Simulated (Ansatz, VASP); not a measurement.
BP: VASP beside Ansatz

File INCAR:

```
PREC = Accurate
ENCUT = 520
EDIFF = 1E-6
ISMEAR = -1
SIGMA = 0.08
LREAL = F
LASPH = T
NELM = 80
ALGO = Normal
ISIF = 2
LWAVE = F
LCHARG = F
GGA = PE
NBANDS = 11
```

File KPOINTS:

```
regular mesh
0
Gamma
  12 12 12
```

POSCAR

```
BP
1.0
    0.0000000000      2.2305349420      2.2305349420
    2.2305349420      0.0000000000      2.2305349420
    2.2305349420      2.2305349420      0.0000000000
B P
1 1
Direct
    0.0000000000      0.0000000000      0.0000000000
    0.7500000000      0.7500000000      0.7500000000
```

Input for Ansatz:

```yaml
crystal:
  lattice:
    - [0.0, 2.230534942, 2.230534942]
    - [2.230534942, 0.0, 2.230534942]
    - [2.230534942, 2.230534942, 0.0]
  atoms:
    - { symbol: B, position: [0.0, 0.0, 0.0] }
    - { symbol: P, position: [0.75, 0.75, 0.75] }
kpoints:
  mp_grid: { grid: [12, 12, 12] }
scf:
  occupations: { method: fermi_dirac, width: 0.08 }
hamiltonian:
  xc: pbe
  pseudopotentials: { kind: all_electron, lapw: { basis_error: 0.0005 } }
output:
  forces: true
  stress: true
  eigenvalues: true
```

Change from the starting cell: volume scaled by 0.95.

Alike in both runs: task single point; functional PBE; k mesh 12 × 12 × 12; occupations fermi-dirac, width 0.08 eV; no spin polarisation.

```csv
,VASP,Ansatz
version,VASP 6.6.1,Ansatz 0.2.0
potentials or method,"VASP PAW PBE potentials, release 64 (B, P), cutoff 520 eV","all-electron LAPW, scalar-relativistic"
```

|  | VASP | Ansatz | Ansatz less VASP |
| --- | --- | --- | --- |
| pressure (GPa) | 10.2 | 10.5 | +0.24 |

Ansatz ran all-electron here, and VASP with PAW potentials.
